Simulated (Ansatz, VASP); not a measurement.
CoSn: VASP beside Ansatz

The input INCAR:

```
SYSTEM = CoSn
ALGO = Fast
EDIFF = 1E-6
ENCUT = 520
GGA = PE
ISIF = 2
ISMEAR = 0
LASPH = .TRUE.
LCHARG = .TRUE.
LELF = .TRUE.
LREAL = .FALSE.
LVHAR = .TRUE.
LWAVE = .FALSE.
NBANDS = 44
NELM = 60
PREC = Accurate
SIGMA = 0.15
```

Contents of KPOINTS:

```
k-points
0
G
  12 12 12
  0 0 0
```

POSCAR

```
CoSn
1.0
    4.8728582061      0.0000000000      0.0000000000
   -2.4364291030      4.2200189955      0.0000000000
    0.0000000000      0.0000000000      4.5687106922
Co Sn
3 3
Direct
    0.0000000000      0.5000000000      0.0000000000
    0.5000000000      0.5000000000      0.0000000000
    0.5000000000      0.0000000000      0.0000000000
    0.6666666667      0.3333333333      0.5000000000
    0.3333333333      0.6666666667      0.5000000000
    0.0000000000      0.0000000000      0.0000000000
```

Input for Ansatz:

```yaml
crystal:
  lattice:
    - [4.8728582061, 0.0, 0.0]
    - [-2.436429103, 4.2200189955, 0.0]
    - [0.0, 0.0, 4.5687106922]
  atoms:
    - { symbol: Co, position: [0.0, 0.5, 0.0] }
    - { symbol: Co, position: [0.5, 0.5, 0.0] }
    - { symbol: Co, position: [0.5, 0.0, 0.0] }
    - { symbol: Sn, position: [0.6666666667, 0.3333333333, 0.5] }
    - { symbol: Sn, position: [0.3333333333, 0.6666666667, 0.5] }
    - { symbol: Sn, position: [0.0, 0.0, 0.0] }
basis:
  ecutwfc: 420
kpoints:
  mp_grid: { grid: [12, 12, 12] }
hamiltonian:
  xc: pbe
scf:
  occupations: { method: gaussian, width: 0.15 }
output:
  forces: true
  stress: true
  eigenvalues: true
```

Change from the starting cell: strain -0.080 along x and y, +0.080 along z, atoms carried along.

Alike in both runs: task single point; functional PBE; k mesh 12 × 12 × 12; occupations gaussian, width 0.15 eV; no spin polarisation.

|  | VASP | Ansatz |
| --- | --- | --- |
| version | VASP 6.6.1 | Ansatz 0.2.0 |
| potentials or method | VASP PAW PBE potentials, release 64 (Co, Sn_d), cutoff 520 eV | scalar-relativistic, plane waves, PAW |
| valence electrons in the cell | 69 | 93 |

|  | VASP | Ansatz | Ansatz less VASP |
| --- | --- | --- | --- |
| gap on the k mesh at the Fermi level (eV) | none | none | - |
| pressure (GPa) | 19.1 | 19.3 | +0.20 |
| traceless stress, the component that is largest in VASP (GPa) | -25.59 | -25.63 | -0.044 |

A gap of «none» marks a metal or a gap that the smearing closes. VASP's potentials hold 69 valence electrons a cell and Ansatz's 93, so a difference there can come from the potentials and not from the codes.
